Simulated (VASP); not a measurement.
Here is a VASP 6.6.1 calculation.

POSCAR

```
Al2O3
1.0
    2.3802500000      1.3742379782      4.3318666667
   -2.3802500000      1.3742379782      4.3318666667
    0.0000000000     -2.7484759565      4.3318666667
Al O
4 6
Direct
    0.3521600000      0.3521600000      0.3521600000
    0.1478400000      0.1478400000      0.1478400000
    0.6478400000      0.6478400000      0.6478400000
    0.8521600000      0.8521600000      0.8521600000
    0.5566800000      0.9433200000      0.2500000000
    0.2500000000      0.5566800000      0.9433200000
    0.9433200000      0.2500000000      0.5566800000
    0.4433200000      0.0566800000      0.7500000000
    0.7500000000      0.4433200000      0.0566800000
    0.0566800000      0.7500000000      0.4433200000
```

Contents of INCAR.step1:

```
PREC = Accurate
ENCUT = 600
ISMEAR = 0
SIGMA = 0.01
LREAL = F
LASPH = T
NELM = 80
GGA = PE
ALGO = Normal
EDIFF = 1E-4
LWAVE = T
LCHARG = F
```

The input INCAR.step2:

```
PREC = Accurate
ENCUT = 600
EDIFF = 1E-6
ISMEAR = 0
SIGMA = 0.01
LREAL = F
LASPH = T
NELM = 80
ALGO = Normal
ISIF = 3
LWAVE = F
LCHARG = F
METAGGA = R2SCAN
LMIXTAU = T
IBRION = 2
NSW = 80
EDIFFG = -0.002
ISTART = 1
```

The input KPOINTS:

```
Automatic mesh
0
Gamma
  5 5 5
```

Potentials or basis: VASP PAW PBE potentials, release 64 (Al, O).

Run with:

```sh
$ cat potpaw_PBE.64/Al/POTCAR potpaw_PBE.64/O/POTCAR > POTCAR
$ cp INCAR.step1 INCAR
$ mpirun -np 1 vasp_std > vasp.out
$ cp INCAR.step2 INCAR
$ mpirun -np 1 vasp_std > vasp.out
```

What does it give for the band gap on the k mesh?

7.20 eV.

Predict the space group after relaxing (to 0.1 Å).

R-3c (No. 167).

The path:
```
step  energy change (eV)  largest force (eV/Å)  pressure (GPa)  volume (Å³)
   1              0.0000                0.0808           -1.01        85.02
   2             -0.0013                0.0274            0.99        84.36
   3             -0.0021                0.0323            0.24        84.61
   4             -0.0021                0.0349            0.17        84.63
   5             -0.0022                0.0079           -0.04        84.70
   6             -0.0022                0.0058            0.01        84.68
   7             -0.0022                0.0063           -0.02        84.69
   8             -0.0022                0.0040           -0.01        84.69
   9             -0.0022                0.0015            0.00        84.68
```

Caveat: the PAW data sets were made with another functional, which shifts forces and pressure a little. r2SCAN opens gaps a little over a GGA but as a rule still falls short of measured ones.
